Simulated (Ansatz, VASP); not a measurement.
**One calculation of Se, two programs**

```xyz
3
Lattice="3.9468 0.0000 0.0000 -1.9734 3.4180 0.0000 0.0000 0.0000 5.1196" Properties=species:S:1:pos:R:3 pbc="T T T"
Se    1.0077    0.0000    4.2664
Se   -0.5039    0.8727    0.8533
Se    1.4695    2.5453    2.5598
```

Alike in both runs: functional LDA; k mesh 12 × 12 × 8; occupations gaussian, width 0.05 eV; no spin polarisation.

Ansatz relaxed the structure, and its values are those at the end. VASP's run is a single point on that final structure, the one shown.

|  | VASP | Ansatz |
| --- | --- | --- |
| version | VASP 6.6.1 | Ansatz 0.2.0 |
| potentials or method | VASP PAW LDA potentials, release 64 (Se), cutoff 520 eV | scalar-relativistic, plane waves, PAW |
| valence electrons in the cell | 18 | 48 |

Ansatz gave:

```
pressure (GPa)                     : 0.0
rms of the force components (eV/Å) : 0.003
```

Task: Which values does VASP return?

Result: Pressure (GPa): 0.2; rms of the force components (eV/Å): 0.022.

LDA's correlation is that of Perdew and Zunger in VASP and of Perdew and Wang (1992) in Ansatz. VASP's potentials hold 18 valence electrons a cell and Ansatz's 48, so a difference there can come from the potentials and not from the codes.
